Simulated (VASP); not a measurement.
A run of VASP 6.6.1:

Contents of INCAR:

```
SYSTEM = C
  ALGO = Normal
  EDIFF = 1E-7
  ENCUT = 520
  GGA = PS
  ISIF = 2
  ISMEAR = -1
  LASPH = .True.
  LCHARG = .False.
  LREAL = .False.
  LWAVE = .False.
  NBANDS = 11
  NELM = 100
  PREC = Accurate
  SIGMA = 0.1
```

KPOINTS

```
k-points
0
Gamma
  23 23 6
  0 0 0
```

Contents of POSCAR:

```
C
1.0
    1.7315919922      0.0000000000      0.0000000000
   -0.8657959961      1.4996026543      0.0000000000
    0.0000000000      0.0000000000      6.8461333558
C
2
Direct
    0.3333333333      0.6666666667      0.2500000000
    0.6666666667      0.3333333333      0.7500000000
```

Potentials or basis: VASP PAW PBE potentials, release 64 (C).

Command:

```console
$ cat potpaw_PBE.64/C/POTCAR > POTCAR
$ mpirun -np 1 vasp_std > vasp.out
```

Hardware: 1 thread of Intel(R) Xeon(R) Platinum 8559C (Emerald Rapids), on a shared host.

Question: Estimate the wall time of this run.

Answer: It took 21 s on 1 thread of Intel(R) Xeon(R) Platinum 8559C (Emerald Rapids) (shared host), peak memory 0.14 GiB. Counts: scf iterations 12, k points 224.
